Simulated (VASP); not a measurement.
# PbSe in VASP: further runs, part 2 of 2

VASP 6.6.1. Earlier steps stand in the parts before.

## 4. Single point, LDA

This run uses another cell than the first one, of 61.99 Å³/atom, 1.019 times its volume.

Contents of INCAR:

```
SYSTEM = PbSe
  ALGO = Normal
  EDIFF = 1E-6
  ENCUT = 520
  GGA = CA
  ISIF = 2
  ISMEAR = -1
  LASPH = .TRUE.
  LCHARG = .FALSE.
  LREAL = .FALSE.
  LWAVE = .FALSE.
  NBANDS = 28
  NELM = 60
  PREC = Accurate
  SIGMA = 0.05
```

Contents of KPOINTS:

```
k-points
0
G
  6 6 3
  0 0 0
```

Contents of POSCAR:

```
PbSe
1.0
    4.5014784123      0.0000000000      0.0000000000
   -0.0105132524      4.5014661353      0.0000000000
   -2.2454825799     -2.2507330677     12.2361685397
Pb Se
2 2
Direct
    0.8068400000      0.8073040000      0.6184430000
    0.1854540000      0.1998100000      0.3823760000
    0.2873320000      0.3231460000      0.6231940000
    0.6842660000      0.6998950000      0.3779650000
```

Potentials or basis: VASP PAW LDA potentials, release 64 (Pb_d, Se).

Launch:

```bash
$ cat potpaw_LDA.64/Pb_d/POTCAR potpaw_LDA.64/Se/POTCAR > POTCAR
$ mpirun -np 1 vasp_std > vasp.out
```

OUTCAR:

```text
SYSTEM = PbSe
   EDIFF = 1E-6
   ENCUT = 520
   GGA = CA
   ISIF = 2
   ISMEAR = -1
   LASPH = .TRUE.
   LREAL = .FALSE.
   NELM = 60
   PREC = Accurate

 ion  position               nearest neighbor table
   1  0.807  0.807  0.618-   4 2.94   3 3.07   3 3.16   3 3.21   3 3.30
   2  0.185  0.200  0.382-   3 2.95   4 3.17   4 3.18   4 3.19   4 3.19
   3  0.287  0.323  0.623-   2 2.95   1 3.07   1 3.16   1 3.21   1 3.30
   4  0.684  0.700  0.378-   1 2.94   2 3.17   2 3.18   2 3.19   2 3.19

  LATTYP: Found a face centered orthorhombic cell.
 ALAT       =     6.3586134837
 B/A-ratio  =     1.0023382447
 C/A-ratio  =     3.8486907786

  Lattice vectors:

 A1 = (  -2.2559958323,   2.2507330676,  12.2361685397)
 A2 = (   2.2454825800,   2.2507330676,  12.2361685397)
 A3 = (  -0.0105132524,   4.5014661353,   0.0000000000)

Analysis of symmetry for initial positions (statically):
=====================================================================
 Subroutine PRICEL returns:
 Original cell was already a primitive cell.

 Routine SETGRP: Setting up the symmetry group for a
 face centered orthorhombic supercell.

 Subroutine GETGRP returns: Found  1 space group operations
 (whereof  1 operations were pure point group operations)
 out of a pool of  8 trial point group operations.

The static configuration has the point symmetry C_1 .

Analysis of symmetry for dynamics (positions and initial velocities):
=====================================================================
 Subroutine PRICEL returns:
 Original cell was already a primitive cell.

 Routine SETGRP: Setting up the symmetry group for a
 face centered orthorhombic supercell.

 Subroutine GETGRP returns: Found  1 space group operations
 (whereof  1 operations were pure point group operations)
 out of a pool of  8 trial point group operations.

The dynamic configuration has the point symmetry C_1 .

 Subroutine INISYM returns: Found  1 space group operations
 (whereof  1 operations are pure point group operations),
 and found     1 'primitive' translations

----------------------------------------------------------------------------------------

                                     Primitive cell

  volume of cell :     247.9446

  direct lattice vectors                    reciprocal lattice vectors
     4.501478412  0.000000000  0.000000000     0.222149238  0.000518833  0.040862464
    -0.010513252  4.501466135  0.000000000     0.000000000  0.222149844  0.040862464
    -2.245482580 -2.250733068 12.236168540     0.000000000  0.000000000  0.081724929

  length of vectors
     4.501478412  4.501478412 12.642460674     0.225876723  0.225876723  0.081724929

  position of ions in fractional coordinates (direct lattice)
     0.806840000  0.807304000  0.618443000
     0.185454000  0.199810000  0.382376000
     0.287332000  0.323146000  0.623194000
     0.684266000  0.699895000  0.377965000

  ion indices of the primitive-cell ions
   primitive index   ion index
                 1           1
                 2           2
                 3           3
                 4           4

----------------------------------------------------------------------------------------

 KPOINTS: k-points

Automatic generation of k-mesh.
 Grid dimensions read from file:
[... 43 lines left out ...]
            Coordinates               Weight
  0.000000  0.000000  0.000000      1.000000
  0.166667  0.000000 -0.000000      2.000000
  0.333333  0.000000 -0.000000      2.000000
  0.500000  0.000000 -0.000000      1.000000
  0.000000  0.166667 -0.000000      2.000000
  0.166667  0.166667 -0.000000      2.000000
[... 16 lines left out ...]
  0.333333  0.000000  0.333333      2.000000
  0.500000  0.000000  0.333333      2.000000
 [... further k-points ...]
   k-points           NKPTS =     56   k-points in BZ     NKDIM =     56   number of bands    NBANDS=     28
   number of dos      NEDOS =    301   number of ions     NIONS =      4
   total plane-waves  NPLWV = 124416
   dimension x,y,z NGX =    36 NGY =   36 NGZ =   96
   dimension x,y,z NGXF=    72 NGYF=   72 NGZF=  192
   ions per type =               2   2
   NGX,Y,Z   is equivalent  to a cutoff of  13.30, 13.30, 12.62 a.u.
   NGXF,Y,Z  is equivalent  to a cutoff of  26.59, 26.59, 25.25 a.u.
 SYSTEM =  PbSe
   PREC   = accura    normal or accurate (medium, high low for compatibility)
   ISTART =      0    job   : 0-new  1-cont  2-samecut
   ICHARG =      2    charge: 1-file 2-atom 10-const
   ISPIN  =      1    spin polarized calculation?
   LNONCOLLINEAR =      F non collinear calculations
   LSORBIT =      F    spin-orbit coupling
   LASPH  =      T    aspherical Exc in radial PAW
   ENCUT  =  520.0 eV  38.22 Ry    6.18 a.u.   8.37  8.37 23.51*2*pi/ulx,y,z
   NELM   =     60;   NELMIN=  2; NELMDL= -5     # of ELM steps
   EDIFF  = 0.1E-05   stopping-criterion for ELM
   LREAL  =      F    real-space projection
   EDIFFG = 0.1E-04   stopping-criterion for IOM
   NSW    =      0    number of steps for IOM
   IBRION =     -1    ionic relax: 0-MD 1-quasi-New 2-CG
   NFREE  =      0    steps in history (QN), initial steepest desc. (CG)
   ISIF   =      2    stress and relaxation
   ISYM   =      2    0-nonsym 1-usesym 2-fastsym
   POTIM  = 0.5000    time-step for ionic-motion
   TEBEG  =    0.0;   TEEND  =   0.0 temperature during run
   PSTRESS=    0.0 pullay stress
   NELECT =      40.0000    total number of electrons
   NUPDOWN=      -1.0000    fix difference up-down
   EMIN   =  10.00;   EMAX   =-10.00  energy-range for DOS
   EFERMI =   0.00;   METHOD = LEGACY
   ISMEAR =    -1;   SIGMA  =   0.05  broadening in eV -4-tet -1-fermi 0-gaus
   EFERMI_NEDOS =   21; number of points for ismear=-14 and -15
   IALGO  =     38    algorithm
   IMIX   =      4    mixing-type and parameters
     AMIX     =   0.40;   BMIX     =  1.00
     AMIX_MAG =   1.60;   BMIX_MAG =  1.00
  volume/ion in A,a.u.               =      61.99       418.30
  Fermi-wavevector in a.u.,A,eV,Ry     =   0.891203  1.684129 10.806328  0.794243
  Thomas-Fermi vector in A             =   2.012993
   LORBIT       =      0    0 simple, 1 ext, 2 COOP (PROOUT), +10 PAW based schemes
   GGA     = CA    functional components
   LHFCALC =     F    Hartree Fock is set to
   AEXX    =    0.0000 exact exchange contribution
   IVDW    =     0    specifies the selected vdW correction
   LEPSILON=     F    determine dielectric tensor
   LRPA    =     F    only Hartree local field effects (RPA)
 non-spin polarized calculation
  energy-cutoff  :      520.00
  volume of cell :      247.94
 maximum number of plane-waves:      6713
 NGX is ok and might be reduce to    36
   NGX = 17   NGY = 17   NGZ = 47

 number of electron      39.9999999 magnetization

 Free energy of the ion-electron system (eV)
  ---------------------------------------------------
  ext. energy  EPLUGINS =         0.00000000
  ---------------------------------------------------
  free energy    TOTEN  =       -17.90601831 eV

  energy without entropy =      -17.90601814  energy(sigma->0) =      -17.90601823

 E-fermi :  -0.0549     XC(G=0):  -5.6076

 val. band max:       -0.8001405729   @ k =   0.0000   0.5000  -0.0000
 cond. band min:       0.6522879670   @ k =   0.0000   0.5000  -0.0000
 fundamental gap:      1.4524285399
 Fermi energy:        -0.0548761692

 k-point     1 :       0.0000    0.0000    0.0000
  band No.  band energies     occupation
      1     -17.1102      2.00000
      2     -17.0509      2.00000
      3     -17.0453      2.00000
      4     -17.0415      2.00000
      5     -17.0409      2.00000
      6     -17.0349      2.00000
[... 733 lines left out ...]
     27       5.2410      0.00000
     28       5.7810      0.00000

 [... further k-points ...]

------------------------ aborting loop because EDIFF is reached ----------------------------------------

  FORCE on cell =-STRESS in cart. coord.  units (eV):
  Direction    XX          YY          ZZ          XY          YZ          ZX
  --------------------------------------------------------------------------------------
  -------------------------------------------------------------------------------------
  Total       -5.0958323     -5.1160342     -4.2812645      0.0079822      0.0487939      0.2098802
  in kB      -32.9284355    -33.0589773    -27.6648320      0.0515798      0.3152982      1.3562115
  external PRESSURE =     -31.2174149 kB  Pullay stress =       0.0000000 kB

 VOLUME and BASIS-vectors are now :
 -----------------------------------------------------------------------------
  energy-cutoff  :      520.00
  volume of cell :      247.94
      direct lattice vectors                 reciprocal lattice vectors
     4.501478412  0.000000000  0.000000000     0.222149238  0.000518833  0.040862464
    -0.010513252  4.501466135  0.000000000     0.000000000  0.222149844  0.040862464
    -2.245482580 -2.250733068 12.236168540     0.000000000  0.000000000  0.081724929

 POSITION                                       TOTAL-FORCE (eV/Angst)
 -----------------------------------------------------------------------------------
      2.23478      2.24210      7.56737         0.070622     -0.026617     -0.765169
     -0.02590      0.03881      4.67882        -0.011968     -0.018226      0.784568
     -0.10935      0.05199      7.62551         0.000879      0.042722     -0.681028
      2.22414      2.29986      4.62484        -0.059534      0.002121      0.661629
 -----------------------------------------------------------------------------------
    total drift:                                0.000679      0.000630      0.000383

  FREE ENERGIE OF THE ION-ELECTRON SYSTEM (eV)
  ---------------------------------------------------
  free  energy   TOTEN  =       -17.9060183092 eV

  energy  without entropy=      -17.9060181421  energy(sigma->0) =      -17.90601823
```

Wall time 3.6 min (1 thread of Intel Xeon 6975P-C (Granite Rapids), shared host); peak memory 0.5 GiB.

What came out:

```yaml
Free_energy: -17.9060 eV
Largest_force: 0.785 eV/Å
Band_gap_on_the_k_mesh: 1.45 eV, direct
```

Forces in eV/Å, atoms in the order of the input:
```
Pb   0.071 -0.027 -0.765
Pb  -0.012 -0.018  0.785
Se   0.001  0.043 -0.681
Se  -0.060  0.002  0.662
```

Caveat: spin-orbit coupling is left out, which moves the levels of the heavy elements.

## 5. Single point, PBEsol (volume scaled by 1.02)

Contents of INCAR:

```
  PREC = Accurate
  ENCUT = 520
  EDIFF = 1E-6
  ISMEAR = -1
  SIGMA = 0.05
  LREAL = F
  LASPH = T
  NELM = 60
  ALGO = Normal
  ISIF = 2
  LWAVE = F
  LCHARG = F
  GGA = PS
  NBANDS = 28
```

Contents of KPOINTS:

```
regular mesh
0
Gamma
  6 6 3
```

Contents of POSCAR:

```
PbSe
1.0
    4.4441284934      0.0000000000      0.0000000000
   -0.0103793110      4.4441163729      0.0000000000
   -2.2168745911     -2.2220581865     12.0802768063
Pb Se
2 2
Direct
    0.8068400000      0.8073040000      0.6184430000
    0.1854540000      0.1998100000      0.3823760000
    0.2873320000      0.3231460000      0.6231940000
    0.6842660000      0.6998950000      0.3779650000
```

Potentials or basis: VASP PAW PBE potentials, release 64 (Pb_d, Se).

Launch:

```bash
$ cat potpaw_PBE.64/Pb_d/POTCAR potpaw_PBE.64/Se/POTCAR > POTCAR
$ mpirun -np 1 vasp_std > vasp.out
```

Wall time 8.2 min (1 thread of Oxide Virtual Turin-like, shared host); peak memory 0.51 GiB.

Results (log left out):

```
Free energy            : -17.2434 eV
Largest force          : 0.540 eV/Å
Band gap on the k mesh : 1.51 eV, direct
```

Forces on the atoms (eV/Å):
```
Pb   0.017  0.004 -0.518
Pb  -0.004 -0.015  0.540
Se   0.053  0.010 -0.449
Se  -0.066  0.000  0.428
```

Levels at points of the mesh, in eV from the valence-band top:
```
           k point  band 16  band 17  band 18  band 19  band 20  band 21  band 22  band 23  band 24  band 25
(0.00, 0.00, 0.00)    -2.13    -2.11    -1.22    -1.20    -0.36     2.15     4.07     4.54     4.76     4.90
(0.50, 0.00, 0.00)    -1.47    -0.80    -0.68    -0.04    -0.02     1.53     1.55     2.43     2.60     2.90
(0.00, 0.50, 0.00)    -1.52    -0.77    -0.72    -0.04     0.00     1.51     1.56     2.49     2.55     2.94
(0.50, 0.50, 0.00)    -3.69    -2.57    -2.56    -1.22    -1.20     3.52     3.55     5.15     5.17     5.47
```

Caveat: the cell differs from its parent crystal (volume scaled by 1.02); the PAW data sets were made with another functional, which shifts forces and pressure a little; spin-orbit coupling is left out, which moves the levels of the heavy elements.

## 6. Summary

```tsv
level	potentials or basis	cell	gap on the mesh (eV)	largest force (eV/Å)
PBE	VASP PAW PBE potentials, release 64 (Pb_d, Se)	a = 4.473, b = 4.473, c = 12.562 Å, angles 100.2, 100.2, 90.1°, 4 atoms	1.56	0.42
PBE	VASP PAW PBE potentials, release 64 (Pb_d, Se)	a = 4.501, b = 4.501, c = 12.642 Å, angles 100.2, 100.2, 90.1°, 4 atoms	1.56	0.49
LDA	VASP PAW LDA potentials, release 64 (Pb_d, Se)	a = 4.501, b = 4.501, c = 12.642 Å, angles 100.2, 100.2, 90.1°, 4 atoms	1.45	0.78
PBEsol	VASP PAW PBE potentials, release 64 (Pb_d, Se)	a = 4.444, b = 4.444, c = 12.481 Å, angles 100.2, 100.2, 90.1°, 4 atoms	1.51	0.54
```

Alike in all rows: task single point; no spin polarisation; k mesh 6 × 6 × 3; cutoff (eV) 520; smearing fermi-dirac 0.05 eV.

Caveats: spin-orbit coupling is left out, which moves the levels of the heavy elements; the PAW data sets were made with another functional, which shifts forces and pressure a little (some runs).

Absolute energies hang on the potentials; compare differences alone.
